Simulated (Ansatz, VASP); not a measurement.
# YbB2: VASP beside Ansatz

Contents of INCAR:

```
PREC     = Accurate       # precision mode
ENCUT    = 520            # plane-wave cutoff, eV
EDIFF    = 1E-6           # SCF threshold, eV
ISMEAR   = 0              # smearing method
SIGMA    = 0.1            # smearing width, eV
LREAL    = False          # projectors in reciprocal space
LASPH    = True           # aspherical terms in the spheres
NELM     = 60             # most SCF steps
ALGO     = Normal         # electronic algorithm
ISIF     = 2              # what is computed and relaxed
LWAVE    = False          # write WAVECAR
LCHARG   = False          # write CHGCAR
GGA      = PS             # functional
NBANDS   = 22             # bands
```

The input KPOINTS:

```
Automatic mesh
0
Gamma
  12 12 9
```

POSCAR

```
YbB2
1.0
    3.2503000000      0.0000000000      0.0000000000
   -1.6251500000      2.8148423700      0.0000000000
    0.0000000000      0.0000000000      3.7315000000
Yb B
1 2
Direct
    0.0000000000      0.0000000000      0.0000000000
    0.3333333300      0.6666666700      0.5000000000
    0.6666666700      0.3333333300      0.5000000000
```

Input for Ansatz:

```yaml
crystal:
  lattice:
    - [3.2503, 0.0, 0.0]
    - [-1.62515, 2.81484237, 0.0]
    - [0.0, 0.0, 3.7315]
  atoms:
    - { symbol: Yb, position: [0.0, 0.0, 0.0] }
    - { symbol: B, position: [0.33333333, 0.66666667, 0.5] }
    - { symbol: B, position: [0.6666666700000001, 0.33333333, 0.5] }
kpoints:
  mp_grid:
    grid: [12, 12, 9]
hamiltonian:
  xc: pbesol
  pseudopotentials:
    kind: paw
scf:
  occupations:
    method: gaussian
    width: 0.1
output:
  forces: true
  stress: true
  eigenvalues: true
```

Alike in both runs: task single point; functional PBEsol; k mesh 12 × 12 × 9; occupations gaussian, width 0.1 eV; no spin polarisation.

|  | VASP | Ansatz |
| --- | --- | --- |
| version | VASP 6.6.1 | Ansatz 0.2.0 |
| potentials or method | VASP PAW PBE potentials, release 64 (Yb, B) | plane waves, PAW |
| plane-wave cutoff (eV) | 520 | 420 |
| valence electrons in the cell | 30 | 30 |

VASP gave:

| Property | Result |
| --- | --- |
| gap on the k mesh at the Fermi level (eV) | none |
| pressure (GPa) | -2.6 |
| traceless stress, the component that is largest in VASP (GPa) | 4.89 |

Task: Estimate Ansatz's values.

Result: gap on the k mesh at the Fermi level (eV): none; pressure (GPa): -2.6; traceless stress, the component that is largest in VASP (GPa): 4.93.

VASP's potentials were made for PBE, not for PBEsol. A gap of «none» marks a metal or a gap that the smearing closes.

Spin-orbit coupling is off throughout.
